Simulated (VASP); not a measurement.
AlC:

```xyz
2
Lattice="3.2189 0.0000 0.0000 0.0000 3.2189 0.0000 0.0000 0.0000 3.3052" Properties=species:S:1:pos:R:3 pbc="T T T"
Al    0.0000    0.0000    1.8534
C     0.0000    0.0000    0.4984
```

```yaml
Program: VASP 6.6.1
Task: relaxation of cell and atoms
Functional: PBE
Potentials_or_basis: VASP PAW PBE potentials, release 64 (Al, C)
Cutoff: 600 eV
k_mesh: 6 × 6 × 6
Occupations: gaussian, width 0.2 eV
Spin: no spin polarisation
```

At the start: pressure 64.2 GPa; volume 17.12 Å³/atom.

Question: How do energy, volume and symmetry change on relaxing?

Answer: Over 27 steps the energy falls by 2766.0 meV/atom and the volume is 14.51 Å³/atom (-15.3 %); space group P4/mmm (No. 123, to 0.05 Å).

Step by step:
```tsv
step	energy change (eV)	largest force (eV/Å)	pressure (GPa)	volume (Å³)
1	0.0000	32.8921	64.24	34.25
2	-1.3487	1.7324	-12.74	67.79
3	-2.1635	1.2279	-10.83	64.92
4	-2.2677	2.0889	-5.41	62.88
5	-2.3307	0.3608	-8.14	63.65
6	-3.0181	0.8250	-8.02	51.31
7	-3.5767	4.7032	31.06	23.98
8	-3.8249	2.9466	1.03	34.46
9	-3.8894	3.5482	7.72	30.49
10	-4.0951	2.0160	6.92	28.42
11	-4.1296	1.1313	7.77	26.64
12	-4.1322	1.2257	7.53	26.89
13	-4.2304	1.0376	4.50	27.28
14	-4.4616	0.6695	-3.00	28.43
15	-4.8025	0.2999	-11.95	30.66
16	-4.9370	2.8512	-8.50	34.69
17	-4.9759	0.2165	-14.19	31.92
18	-5.1188	0.4262	-14.14	33.35
19	-5.2237	1.1751	-11.45	32.98
20	-5.2399	1.6329	-9.92	32.81
21	-5.3342	1.4248	-8.96	32.06
22	-5.5183	0.2686	-3.47	29.86
23	-5.5261	0.5602	0.31	28.97
24	-5.5297	0.2042	-1.29	29.31
25	-5.5297	0.2701	-0.99	29.24
26	-5.5317	0.1206	-0.33	29.10
27	-5.5321	0.0230	0.10	29.01
```

Final structure:
```
Al C
1.0
     2.74547    0.00000    0.00000
     0.00000    2.74547    0.00000
     0.00000    0.00000    3.84913
Al C
1 1
Direct
  0.00000 0.00000 0.10567
  0.00000 0.00000 0.60590
```

Caveat: the volume moved by over 15 % at a fixed basis, so the end points are rough; the relaxation stopped at a loose force limit of 0.08 eV/Å, so its end isn't a converged minimum.
